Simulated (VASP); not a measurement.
Input of a VASP 6.6.1 run:

INCAR

```
  PREC = Accurate
  ENCUT = 520
  EDIFF = 1E-6
  ISMEAR = 0
  SIGMA = 0.02
  LREAL = False
  LASPH = True
  NELM = 80
  ALGO = Normal
  ISIF = 2
  LWAVE = False
  LCHARG = False
  GGA = PS
  NBANDS = 26
```

Contents of KPOINTS:

```
regular mesh
0
Gamma
  12 12 6
```

POSCAR

```
SiGe
1.0
    3.9005969071      0.0000000000      0.0000000000
   -1.9502984535      3.3780160114      0.0000000000
    0.0000000000      0.0000000000      6.4433927750
Si Ge
2 2
Direct
    0.6666666667      0.3333333333      0.8745463427
    0.3333333333      0.6666666667      0.3745463427
    0.6666666667      0.3333333333      0.5004526573
    0.3333333333      0.6666666667      0.0004526573
```

Potentials or basis: VASP PAW PBE potentials, release 64 (Si, Ge_d).

Launch:

```bash
$ cat potpaw_PBE.64/Si/POTCAR potpaw_PBE.64/Ge_d/POTCAR > POTCAR
$ mpirun -np 1 vasp_std > vasp.out
```

Q: What does it give for the band gap on the k mesh?

A: 0.35 eV, indirect (least direct gap 0.41 eV).

Q: What does it give for the pressure?

A: 0.0 GPa.

Caveat: the PAW data sets were made with another functional, which shifts forces and pressure a little. A k mesh can miss the band edges.
